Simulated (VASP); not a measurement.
The system is AlN.

```xyz
4
Lattice="3.0986 0.0000 0.0000 -1.5493 2.6835 0.0000 0.0000 0.0000 4.6156" Properties=species:S:1:pos:R:3 pbc="T T T"
Al    0.0000    1.7890    0.0080
Al    1.5493    0.8945    2.3158
N     0.0000    1.7890    1.7690
N     1.5493    0.8945    4.0768
```

| Item | Value |
| --- | --- |
| Program | VASP 6.6.1 |
| Task | relaxation of the atoms |
| Functional | PBE |
| Potentials or basis | VASP PAW PBE potentials, release 64 (Al, N) |
| Cutoff | 520 eV |
| k mesh | 9 × 9 × 6 |
| Occupations | gaussian, width 0.05 eV |
| Spin | no spin polarisation |

At the start: pressure 25.2 GPa; volume 9.59 Å³/atom.

Problem. Where does the relaxation end?

Solution. Over 3 steps the energy falls by 35.9 meV/atom; space group P6_3mc (No. 186, to 0.1 Å) before and after.

The path:
| step | energy change (eV) | largest force (eV/Å) | pressure (GPa) |
| --- | --- | --- | --- |
| 1 | 0.0000 | 1.6930 | 25.24 |
| 2 | -0.0900 | 0.7007 | 21.23 |
| 3 | -0.1434 | 0.0048 | 22.09 |

Final structure:
```
CELL_PARAMETERS angstrom
3.09860 0.00000 0.00000
-1.54930 2.68347 0.00000
0.00000 0.00000 4.61560
ATOMIC_POSITIONS crystal
Al 0.33333 0.66667 0.99161
Al 0.66667 0.33333 0.49161
N 0.33333 0.66667 0.39339
N 0.66667 0.33333 0.89339
```
